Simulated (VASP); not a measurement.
A run of VASP 6.6.1 is set up as follows.

Contents of INCAR:

```
ALGO = Normal ; EDIFF = 1E-7
ENCUT = 520 ; GGA = PE
ISIF = 2 ; ISMEAR = 0
LASPH = T ; LCHARG = F
LREAL = F ; LWAVE = F
NBANDS = 29 ; NELM = 60
PREC = Accurate ; SIGMA = 0.1
```

The input KPOINTS:

```
k-points
0
Gamma
  12 12 6
```

The input POSCAR:

```
Si4GePt
1.0
    4.3118523775      0.0000000000      0.0000000000
   -2.1559261887      3.7341736963      0.0000000000
    0.0000000000      0.0000000000      6.0532374756
Si Ge Pt
4 1 1
Direct
    0.3333333333      0.6666666667      0.7846635757
    0.3333333333      0.6666666667      0.2153364243
    0.6666666667      0.3333333333      0.7846635757
    0.6666666667      0.3333333333      0.2153364243
    0.0000000000      0.0000000000      0.5000000000
    0.0000000000      0.0000000000      0.0000000000
```

Potentials or basis: VASP PAW PBE potentials, release 64 (Si, Ge_d, Pt).

The run is started by

```sh
$ cat potpaw_PBE.64/Si/POTCAR potpaw_PBE.64/Ge_d/POTCAR potpaw_PBE.64/Pt/POTCAR > POTCAR
$ mpirun -np 1 vasp_std > vasp.out
```

(1) Estimate the pressure.

(2) Estimate the largest force.

(3) Estimate the band gap on the k mesh.

## Answers

(1) -0.1 GPa.

(2) 0.007 eV/Å.

(3) zero (bands 20 and 21 overlap by 1.95 eV).

Caveat: spin-orbit coupling is left out, which moves the levels of the heavy elements.
